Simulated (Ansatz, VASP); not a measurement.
**CaC2 in VASP and in Ansatz**

INCAR

```
SYSTEM = CaC2
  ALGO = Normal
  EDIFF = 1E-7
  ENCUT = 520
  GGA = CA
  ISIF = 2
  ISMEAR = 0
  LASPH = .True.
  LCHARG = .False.
  LREAL = .False.
  LWAVE = .False.
  NBANDS = 16
  NELM = 100
  PREC = Accurate
  SIGMA = 0.05
```

File KPOINTS:

```
k-points
0
Gamma
  10 10 10
  0 0 0
```

POSCAR

```
CaC2
1.0
   -1.9342985994      1.9342985994      3.1220584614
    1.9342985994     -1.9342985994      3.1220584614
    1.9342985994      1.9342985994     -3.1220584614
Ca C
1 2
Direct
    0.0000000000      0.0000000000      0.0000000000
    0.5978927200      0.5978927200      0.0000000000
    0.4021072800      0.4021072800      0.0000000000
```

Input for Ansatz:

```yaml
crystal:
  lattice:
    - [-1.9342985994, 1.9342985994, 3.1220584614]
    - [1.9342985994, -1.9342985994, 3.1220584614]
    - [1.9342985994, 1.9342985994, -3.1220584614]
  atoms:
    - { symbol: Ca, position: [0.0, 0.0, 0.0] }
    - { symbol: C, position: [0.59789272, 0.59789272, 0.0] }
    - { symbol: C, position: [0.40210728, 0.40210728, 0.0] }
basis:
  ecutwfc: 420
kpoints:
  mp_grid: { grid: [10, 10, 10] }
hamiltonian:
  xc: lda
scf:
  occupations: { method: gaussian, width: 0.05 }
output:
  forces: true
  stress: true
  eigenvalues: true
```

Change from the starting cell: strain -0.0250 x Voigt [0, 0, 1, 0, 0, 0], atoms carried along.

Alike in both runs: task single point; functional LDA; k mesh 10 × 10 × 10; occupations gaussian, width 0.05 eV; no spin polarisation.

|  | VASP | Ansatz |
| --- | --- | --- |
| version | VASP 6.6.1 | Ansatz 0.2.0 |
| potentials or method | VASP PAW LDA potentials, release 64 (Ca_sv, C), cutoff 520 eV | scalar-relativistic, plane waves, PAW |
| valence electrons in the cell | 18 | 18 |

Ansatz gave:

- gap on the k mesh at the Fermi level (eV): 1.27
- least direct gap on the mesh (eV): 2.35
- pressure (GPa): 0.7
- traceless stress, the component that is largest in VASP (GPa): 9.26
- rms of the force components (eV/Å): 1.199

**Question.** Which values does VASP return?

**Answer.** gap on the k mesh at the Fermi level (eV): 1.26; least direct gap on the mesh (eV): 2.33; pressure (GPa): 1.2; traceless stress, the component that is largest in VASP (GPa): 9.68; rms of the force components (eV/Å): 1.251.

LDA's correlation is that of Perdew and Zunger in VASP and of Perdew and Wang (1992) in Ansatz. Atom by atom the forces differ by 0.051 eV/Å (rms over components).
